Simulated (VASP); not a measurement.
Here is a VASP 6.6.1 calculation.

File INCAR:

```
PREC     = Accurate       # precision mode
ENCUT    = 520            # plane-wave cutoff, eV
EDIFF    = 1E-6           # SCF threshold, eV
ISMEAR   = 0              # smearing method
SIGMA    = 0.05           # smearing width, eV
LREAL    = F              # projectors in reciprocal space
LASPH    = T              # aspherical terms in the spheres
NELM     = 80             # most SCF steps
ALGO     = Normal         # electronic algorithm
ISIF     = 2              # what is computed and relaxed
LWAVE    = F              # write WAVECAR
LCHARG   = F              # write CHGCAR
GGA      = PE             # functional
NBANDS   = 11             # bands
```

Contents of KPOINTS:

```
Automatic mesh
0
Gamma
  10 10 10
```

File POSCAR:

```
AlN
1.0
    0.0000000000      2.2495133664      2.1839935596
    2.2495133664      0.0000000000      2.1839935596
    2.2495133664      2.2495133664      0.0000000000
Al N
1 1
Direct
    0.0000000000      0.0000000000      0.0000000000
    0.7500000000      0.7500000000      0.7500000000
```

Potentials or basis: VASP PAW PBE potentials, release 64 (Al, N).

The run is started by

```bash
$ cat potpaw_PBE.64/Al/POTCAR potpaw_PBE.64/N/POTCAR > POTCAR
$ mpirun -np 1 vasp_std > vasp.out
```

Problem. Predict the band gap on the k mesh.

Solution. 3.13 eV, indirect (least direct gap 3.60 eV).

Problem. What does it give for the pressure?

Solution. -6.7 GPa.

Stress tensor (GPa, compression positive):
```
-7.88  0.00  0.00
 0.00 -7.88  0.00
 0.00  0.00 -4.19
```

Caveat: the cell differs from its parent crystal (strain +0.0300 x Voigt [1, 1, 0, 0, 0, 0]). A k mesh can miss the band edges.
